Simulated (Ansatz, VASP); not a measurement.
# Two plane-wave programs on AlGa2Sb3

```xyz
6
Lattice="5.2603 0.0000 0.0000 -2.6301 4.5555 0.0000 0.0000 0.0000 6.1096" Properties=species:S:1:pos:R:3 pbc="T T T"
Al    0.0000    0.0000    0.0000
Ga    2.6301    1.5185    1.4772
Ga    2.6301    1.5185    4.6324
Sb    0.0000    0.0000    3.0548
Sb    0.0000    3.0370    0.0000
Sb    0.0000    3.0370    3.0548
```

Change from the starting cell: species swapped into the Ce2CuGe3 type (P-6m2, No. 187).

Alike in both runs: functional PBE; k mesh 12 × 12 × 6; occupations gaussian, width 0.1 eV; no spin polarisation.

Ansatz relaxed the structure, and its values are those at the end. VASP's run is a single point on that final structure, the one shown.

|  | VASP | Ansatz |
| --- | --- | --- |
| version | VASP 6.6.1 | Ansatz 0.2.0 |
| potentials or method | VASP PAW PBE potentials, release 64 (Al, Ga_d, Sb), cutoff 520 eV | scalar-relativistic, plane waves, PAW |
| valence electrons in the cell | 44 | 74 |

```tsv
	VASP	Ansatz	Ansatz less VASP
gap on the k mesh at the Fermi level (eV)	none	none	-
pressure (GPa)	0.0	0.0	-0.01
```

A gap of «none» marks a metal or a gap that the smearing closes. With one functional, cell and mesh, what is left measures potentials, basis and numerics. VASP's potentials hold 44 valence electrons a cell and Ansatz's 74, so a difference there can come from the potentials and not from the codes.

Neither program's run includes spin-orbit coupling.
